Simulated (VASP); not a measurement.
## Ti2Co: single point with PBEsol

Crystal: Ti2Co.

```
Ti Co
1.0
     0.00000    3.36500    3.36500
     3.36500    0.00000    3.36500
     3.36500    3.36500    0.00000
Ti Co
4 2
Cartesian
  4.2112 4.2013 4.2112
  4.2112 2.5188 2.5287
  2.5287 2.5188 4.2112
  2.5287 4.2013 2.5287
  0.0050 -0.0050 0.0050
  1.6877 1.6773 1.6877
```

| Item | Value |
| --- | --- |
| Program | VASP 6.6.1 |
| Task | single point |
| Functional | PBEsol |
| Potentials or basis | VASP PAW PBE potentials, release 64 (Ti_sv, Co) |
| Cutoff | 600 eV |
| k mesh | 6 × 6 × 6 |
| Occupations | fermi-dirac, width 0.1 eV |
| Spin | collinear spin, antiferromagnetic start |
| Starting moments | [0.0, 0.0, 0.0, 0.0, 2.5, -2.5] μB |
| Dipole correction | no |
| Further INCAR settings | ALGO = Normal; EDIFF = 1e-06; NBANDS = 46 |

```json
{"Pressure": "16.0 GPa", "Band gap on the k mesh": "zero (filled and empty bands overlap)", "Net moment": "0.01 μB per cell", "Valence electrons inside the program's atomic spheres": "Ti 10.79; Co 8.13"}
```

Levels at points of the mesh, in eV from the Fermi level:
Spin up:
| k point | band 29 | band 30 | band 31 | band 32 | band 33 | band 34 | band 35 | band 36 | band 37 | band 38 |
| --- | --- | --- | --- | --- | --- | --- | --- | --- | --- | --- |
| (0.00, 0.00, 0.00) | -1.03 | -1.03 | -1.03 | 0.06 | 0.06 | 0.07 | 0.07 | 0.07 | 4.00 | 4.00 |
| (0.50, 0.00, 0.00) | -0.56 | -0.49 | -0.49 | -0.38 | -0.12 | -0.12 | 1.11 | 1.11 | 1.17 | 1.72 |
| (0.00, 0.50, 0.00) | -0.56 | -0.49 | -0.49 | -0.38 | -0.12 | -0.12 | 1.11 | 1.11 | 1.17 | 1.72 |
| (0.50, 0.50, 0.00) | -0.57 | -0.57 | -0.34 | -0.34 | 0.39 | 0.39 | 0.73 | 0.73 | 1.60 | 1.60 |
Spin down:
```csv
k point,band 29,band 30,band 31,band 32,band 33,band 34,band 35,band 36,band 37,band 38
"(0.00, 0.00, 0.00)",-1.02,-1.02,-1.02,0.07,0.07,0.07,0.07,0.07,4.00,4.00
"(0.50, 0.00, 0.00)",-0.55,-0.49,-0.49,-0.38,-0.12,-0.12,1.11,1.11,1.17,1.72
"(0.00, 0.50, 0.00)",-0.55,-0.49,-0.49,-0.38,-0.12,-0.12,1.11,1.11,1.17,1.72
"(0.50, 0.50, 0.00)",-0.57,-0.57,-0.34,-0.34,0.39,0.39,0.73,0.73,1.60,1.60
```

Run time: 17 min on 1 thread of Intel Xeon 8259CL, on a shared host, peak memory 0.42 GiB.

Caveat: the cell stands under pressure; the PAW data sets were made with another functional, which shifts forces and pressure a little.
